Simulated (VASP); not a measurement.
# Ti (P6/mmm) in VASP: notebook

Ti is run at these levels: PBEsol; tasks: single point, relaxation of cell and atoms.

Program: VASP 6.6.1. These are calculated values, not measurements. Logs are shortened: lines on timing, memory, paths and dates and some standing lists are left out, and cuts for length are marked.

### 1 The cell of the first run

It takes space group P6/mmm (No. 191, hexagonal). The conventional cell has a = 4.455 Å, b = 4.455 Å, c = 2.765 Å, α = 90.00°, β = 90.00°, γ = 120.00°. Within 3.4 Å of Ti (site symmetry -6m2) lie 11 Ti at 2.57 to 2.92 Å. Ti (site symmetry 6/mmm) has 14 Ti at 2.76 to 2.92 Å within 3.6 Å.

This isn't the form of Ti at room conditions, which is hcp.

### 2 Single point, PBEsol

INCAR reads:

```
SYSTEM = Ti
PREC = Accurate ; ENCUT = 520
EDIFF = 1E-6 ; ISMEAR = -1
SIGMA = 0.05 ; LREAL = .False.
LASPH = .True. ; NELM = 60
ALGO = Normal ; ISIF = 2
LWAVE = .False. ; LCHARG = .False.
GGA = PS ; NBANDS = 25
```

KPOINTS reads:

```
regular mesh
0
Gamma
  7 7 9
  0 0 0
```

POSCAR reads:

```
Ti
1.0
    4.4550783787      0.0000000000      0.0000000000
   -2.2275391894      3.8582110518      0.0000000000
    0.0000000000      0.0000000000      2.7646554439
Ti
3
Direct
    0.6666666667      0.3333333333      0.5000000000
    0.3333333333      0.6666666667      0.5000000000
    0.0000000000      0.0000000000      0.0000000000
```

Potentials or basis: VASP PAW PBE potentials, release 64 (Ti_sv).

Run with:

```console
cat potpaw_PBE.64/Ti_sv/POTCAR > POTCAR
mpirun -np 1 vasp_std > vasp.out
```

OUTCAR:

```text
SYSTEM = Ti
   PREC = Accurate
   ENCUT = 520
   EDIFF = 1E-6
   ISMEAR = -1
   LREAL = .False.
   LASPH = .True.
   NELM = 60
   ISIF = 2
   GGA = PS

 ion  position               nearest neighbor table
   1  0.667  0.333  0.500-   2 2.57   2 2.57   2 2.57   3 2.92   3 2.92   3 2.92   3 2.92   3 2.92
                             3 2.92
   2  0.333  0.667  0.500-   1 2.57   1 2.57   1 2.57   3 2.92   3 2.92   3 2.92   3 2.92   3 2.92
                             3 2.92
   3  0.000  0.000  0.000-   1 2.92   2 2.92   1 2.92   2 2.92   1 2.92   1 2.92   2 2.92   2 2.92
                             1 2.92   1 2.92   2 2.92   2 2.92

  LATTYP: Found a hexagonal cell.
 ALAT       =     4.4550783787
 C/A-ratio  =     0.6205626947

  Lattice vectors:

 A1 = (   4.4550783787,   0.0000000000,   0.0000000000)
 A2 = (  -2.2275391894,   3.8582110518,   0.0000000000)
 A3 = (   0.0000000000,   0.0000000000,   2.7646554439)

Analysis of symmetry for initial positions (statically):
=====================================================================
 Subroutine PRICEL returns:
 Original cell was already a primitive cell.

 Routine SETGRP: Setting up the symmetry group for a
 hexagonal supercell.

 Subroutine GETGRP returns: Found 24 space group operations
 (whereof 24 operations were pure point group operations)
 out of a pool of 24 trial point group operations.

The static configuration has the point symmetry D_6h.

Analysis of symmetry for dynamics (positions and initial velocities):
=====================================================================
 Subroutine PRICEL returns:
 Original cell was already a primitive cell.

 Routine SETGRP: Setting up the symmetry group for a
 hexagonal supercell.

 Subroutine GETGRP returns: Found 24 space group operations
 (whereof 24 operations were pure point group operations)
 out of a pool of 24 trial point group operations.

The dynamic configuration has the point symmetry D_6h.

 Subroutine INISYM returns: Found 24 space group operations
 (whereof 24 operations are pure point group operations),
 and found     1 'primitive' translations

----------------------------------------------------------------------------------------

                                     Primitive cell

  volume of cell :      47.5206

  direct lattice vectors                    reciprocal lattice vectors
     4.455078379  0.000000000  0.000000000     0.224462942  0.129593740  0.000000000
    -2.227539189  3.858211052  0.000000000     0.000000000  0.259187480  0.000000000
     0.000000000  0.000000000  2.764655444     0.000000000  0.000000000  0.361708727

  length of vectors
     4.455078379  4.455078379  2.764655444     0.259187480  0.259187480  0.361708727

  position of ions in fractional coordinates (direct lattice)
     0.666666667  0.333333333  0.500000000
     0.333333333  0.666666667  0.500000000
     0.000000000  0.000000000  0.000000000

  ion indices of the primitive-cell ions
   primitive index   ion index
                 1           1
                 2           2
                 3           3

----------------------------------------------------------------------------------------

 KPOINTS: regular mesh

Automatic generation of k-mesh.
 Grid dimensions read from file:
 generate k-points for:    7    7    9

 Generating k-lattice:

  Cartesian coordinates                     Fractional coordinates (reciprocal lattice)
     0.032066135  0.018513391  0.000000000     0.142857143  0.000000000  0.000000000
     0.000000000  0.037026783  0.000000000     0.000000000  0.142857143  0.000000000
     0.000000000  0.000000000  0.040189859     0.000000000  0.000000000  0.111111111

  Length of vectors
     0.037026783  0.037026783  0.040189859

  Shift w.r.t. Gamma in fractional coordinates (k-lattice)
     0.000000000  0.000000000  0.000000000

 Subroutine IBZKPT returns following result:
 ===========================================

 Found     40 irreducible k-points:

 Following reciprocal coordinates:
            Coordinates               Weight
  0.000000  0.000000  0.000000      1.000000
  0.142857  0.000000  0.000000      6.000000
  0.285714 -0.000000  0.000000      6.000000
  0.428571  0.000000  0.000000      6.000000
  0.142857  0.142857  0.000000      6.000000
  0.285714  0.142857  0.000000     12.000000
[... 16 lines left out ...]
  0.428571  0.142857  0.222222     12.000000
  0.285714  0.285714  0.222222     12.000000
 [... further k-points ...]
   k-points           NKPTS =     40   k-points in BZ     NKDIM =     40   number of bands    NBANDS=     25
   number of dos      NEDOS =    301   number of ions     NIONS =      3
   total plane-waves  NPLWV =  31104
   dimension x,y,z NGX =    36 NGY =   36 NGZ =   24
   dimension x,y,z NGXF=    72 NGYF=   72 NGZF=   48
   ions per type =               3
   NGX,Y,Z   is equivalent  to a cutoff of  13.43, 13.43, 14.43 a.u.
   NGXF,Y,Z  is equivalent  to a cutoff of  26.87, 26.87, 28.86 a.u.
 SYSTEM =  Ti
   PREC   = accura    normal or accurate (medium, high low for compatibility)
   ISTART =      0    job   : 0-new  1-cont  2-samecut
   ICHARG =      2    charge: 1-file 2-atom 10-const
   ISPIN  =      1    spin polarized calculation?
   LNONCOLLINEAR =      F non collinear calculations
   LSORBIT =      F    spin-orbit coupling
   LASPH  =      T    aspherical Exc in radial PAW
   ENCUT  =  520.0 eV  38.22 Ry    6.18 a.u.   8.28  8.28  5.14*2*pi/ulx,y,z
   NELM   =     60;   NELMIN=  2; NELMDL= -5     # of ELM steps
   EDIFF  = 0.1E-05   stopping-criterion for ELM
   LREAL  =      F    real-space projection
   EDIFFG = 0.1E-04   stopping-criterion for IOM
   NSW    =      0    number of steps for IOM
   IBRION =     -1    ionic relax: 0-MD 1-quasi-New 2-CG
   NFREE  =      0    steps in history (QN), initial steepest desc. (CG)
   ISIF   =      2    stress and relaxation
   ISYM   =      2    0-nonsym 1-usesym 2-fastsym
   POTIM  = 0.5000    time-step for ionic-motion
   TEBEG  =    0.0;   TEEND  =   0.0 temperature during run
   PSTRESS=    0.0 pullay stress
   NELECT =      36.0000    total number of electrons
   NUPDOWN=      -1.0000    fix difference up-down
   EMIN   =  10.00;   EMAX   =-10.00  energy-range for DOS
   EFERMI =   0.00;   METHOD = LEGACY
   ISMEAR =    -1;   SIGMA  =   0.05  broadening in eV -4-tet -1-fermi 0-gaus
   EFERMI_NEDOS =   21; number of points for ismear=-14 and -15
   IALGO  =     38    algorithm
   IMIX   =      4    mixing-type and parameters
     AMIX     =   0.40;   BMIX     =  1.00
     AMIX_MAG =   1.60;   BMIX_MAG =  1.00
  volume/ion in A,a.u.               =      15.84       106.90
  Fermi-wavevector in a.u.,A,eV,Ry     =   1.492387  2.820203 30.303167  2.227220
  Thomas-Fermi vector in A             =   2.604922
   LORBIT       =      0    0 simple, 1 ext, 2 COOP (PROOUT), +10 PAW based schemes
   GGA     = PS    functional components
   LHFCALC =     F    Hartree Fock is set to
   AEXX    =    0.0000 exact exchange contribution
   IVDW    =     0    specifies the selected vdW correction
   LEPSILON=     F    determine dielectric tensor
   LRPA    =     F    only Hartree local field effects (RPA)
 non-spin polarized calculation
  energy-cutoff  :      520.00
  volume of cell :       47.52
 maximum number of plane-waves:      1290
 NGX is ok and might be reduce to    36
   NGX = 17   NGY = 17   NGZ = 11

 number of electron      36.0000007 magnetization

 Free energy of the ion-electron system (eV)
  ---------------------------------------------------
  ext. energy  EPLUGINS =         0.00000000
  ---------------------------------------------------
  free energy    TOTEN  =       -25.04536155 eV

  energy without entropy =      -25.02290792  energy(sigma->0) =      -25.03413473

 E-fermi :   9.0991     XC(G=0): -12.0826

 val. band max:        9.0939619493   @ k =   0.0000   0.0000   0.0000
 cond. band min:       9.1178481192   @ k =   0.4286   0.1429   0.2222
 fundamental gap:      0.0238861699
 Fermi energy:         9.0990698539

 k-point     1 :       0.0000    0.0000    0.0000
  band No.  band energies     occupation
      1     -47.4090      2.00000
      2     -47.1521      2.00000
      3     -46.9405      2.00000
      4     -23.8531      2.00000
      5     -23.8531      2.00000
      6     -23.8037      2.00000
[... 17 lines left out ...]
     24      11.0878      0.00000
     25      11.1341      0.00000

 k-point     2 :       0.1429    0.0000    0.0000
  band No.  band energies     occupation
      1     -47.4033      2.00000
      2     -47.1475      2.00000
      3     -46.9513      2.00000
      4     -23.9537      2.00000
      5     -23.9258      2.00000
      6     -23.6998      2.00000
[... 17 lines left out ...]
     24      10.7457      0.00000
     25      11.5899      0.00000

 k-point     3 :       0.2857   -0.0000    0.0000
  band No.  band energies     occupation
      1     -47.3909      2.00000
      2     -47.1321      2.00000
      3     -46.9804      2.00000
      4     -24.0493      2.00000
      5     -23.9260      2.00000
      6     -23.5964      2.00000
[... 17 lines left out ...]
     24      11.1781      0.00000
     25      12.0535      0.00000

 k-point     4 :       0.4286    0.0000    0.0000
  band No.  band energies     occupation
      1     -47.3814      2.00000
      2     -47.1093      2.00000
      3     -47.0136      2.00000
      4     -24.1022      2.00000
      5     -23.8426      2.00000
      6     -23.6150      2.00000
[... 17 lines left out ...]
     24      11.5306      0.00000
     25      11.8225      0.00000
[... 477 lines left out ...]
 k-point    22 :       0.2857    0.1429    0.2222
  band No.  band energies     occupation
      1     -47.3514      2.00000
      2     -47.0861      2.00000
      3     -46.9759      2.00000
      4     -23.9756      2.00000
      5     -23.8809      2.00000
      6     -23.7145      2.00000
[... 17 lines left out ...]
     24      11.4755      0.00000
     25      11.8116      0.00000

 k-point    23 :       0.4286    0.1429    0.2222
  band No.  band energies     occupation
      1     -47.3488      2.00000
      2     -47.0652      2.00000
      3     -46.9998      2.00000
      4     -23.9911      2.00000
      5     -23.8281      2.00000
      6     -23.7840      2.00000
[... 17 lines left out ...]
     24      11.7098      0.00000
     25      11.9146      0.00000

 k-point    24 :       0.2857    0.2857    0.2222
  band No.  band energies     occupation
      1     -47.3484      2.00000
      2     -47.0548      2.00000
      3     -47.0107      2.00000
      4     -23.9472      2.00000
      5     -23.8689      2.00000
      6     -23.8072      2.00000
[... 17 lines left out ...]
     24      11.9101      0.00000
     25      11.9470      0.00000

 [... further k-points ...]

------------------------ aborting loop because EDIFF is reached ----------------------------------------

  FORCE on cell =-STRESS in cart. coord.  units (eV):
  Direction    XX          YY          ZZ          XY          YZ          ZX
  --------------------------------------------------------------------------------------
  -------------------------------------------------------------------------------------
  Total        1.3920415      1.3920415      1.3950567     -0.0000000      0.0000000      0.0000000
  in kB       46.9332268     46.9332268     47.0348867     -0.0000000      0.0000000      0.0000000
  external PRESSURE =      46.9671134 kB  Pullay stress =       0.0000000 kB

 VOLUME and BASIS-vectors are now :
 -----------------------------------------------------------------------------
  energy-cutoff  :      520.00
  volume of cell :       47.52
      direct lattice vectors                 reciprocal lattice vectors
     4.455078379  0.000000000  0.000000000     0.224462942  0.129593740  0.000000000
    -2.227539189  3.858211052  0.000000000     0.000000000  0.259187480  0.000000000
     0.000000000  0.000000000  2.764655444     0.000000000  0.000000000  0.361708727

 POSITION                                       TOTAL-FORCE (eV/Angst)
 -----------------------------------------------------------------------------------
      2.22754      1.28607      1.38233        -0.000000      0.000000      0.000000
     -0.00000      2.57214      1.38233        -0.000000     -0.000000     -0.000000
      0.00000      0.00000      0.00000         0.000000      0.000000      0.000000
 -----------------------------------------------------------------------------------
    total drift:                                0.000000      0.000000     -0.000000

  FREE ENERGIE OF THE ION-ELECTRON SYSTEM (eV)
  ---------------------------------------------------
  free  energy   TOTEN  =       -25.0453615503 eV

  energy  without entropy=      -25.0229079187  energy(sigma->0) =      -25.03413473
```

Wall time 27 s (1 thread of Intel Xeon 6975P-C (Granite Rapids), shared host); peak memory 0.19 GiB.

What came out:

| Property | Result |
| --- | --- |
| Free energy | -25.0454 eV |
| Pressure | 4.7 GPa |
| Band gap on the k mesh | zero (bands 18 and 19 overlap by 0.33 eV) |

Caveat: the cell stands under pressure; the PAW data sets were made with another functional, which shifts forces and pressure a little.

### 3 Single point, PBEsol

This run uses another cell than the first one, of 16.47 Å³/atom.

INCAR reads:

```
SYSTEM = Ti
ALGO = Normal
EDIFF = 1E-6
ENCUT = 520
GGA = PS
ISIF = 2
ISMEAR = -1
LASPH = .True.
LCHARG = .False.
LREAL = .False.
LWAVE = .False.
NBANDS = 25
NELM = 100
PREC = Accurate
SIGMA = 0.05
```

KPOINTS reads:

```
k-points
0
Gamma
  7 7 9
  0 0 0
```

POSCAR reads:

```
Ti
1.0
    4.5156641908      0.0000000000      0.0000000000
   -2.2578320954      3.9106799042      0.0000000000
    0.0000000000      0.0000000000      2.7976462787
Ti
3
Direct
    0.6666666667      0.3333333333      0.5000000000
    0.3333333333      0.6666666667      0.5000000000
    0.0000000000      0.0000000000      0.0000000000
```

Potentials or basis: VASP PAW PBE potentials, release 64 (Ti_sv).

Run with:

```console
cat potpaw_PBE.64/Ti_sv/POTCAR > POTCAR
mpirun -np 1 vasp_std > vasp.out
```

Wall time 27 s (1 thread of Intel Xeon 6975P-C (Granite Rapids), shared host); peak memory 0.19 GiB.

The run converged. Its results:

| Property | Result |
| --- | --- |
| Free energy | -25.0713 eV |
| Pressure | -0.2 GPa |
| Band gap on the k mesh | zero (bands 18 and 19 overlap by 0.30 eV) |

Levels at points of the mesh, in eV from the Fermi level:
| k point | band 16 | band 17 | band 18 | band 19 | band 20 | band 21 |
| --- | --- | --- | --- | --- | --- | --- |
| (0.00, 0.00, 0.00) | -0.71 | -0.61 | -0.61 | -0.02 | 0.71 | 1.34 |

Caveat: the PAW data sets were made with another functional, which shifts forces and pressure a little.

[end of part 1 of 2]

The gap in the log of VASP goes by the Fermi energy; the results here count the filled bands.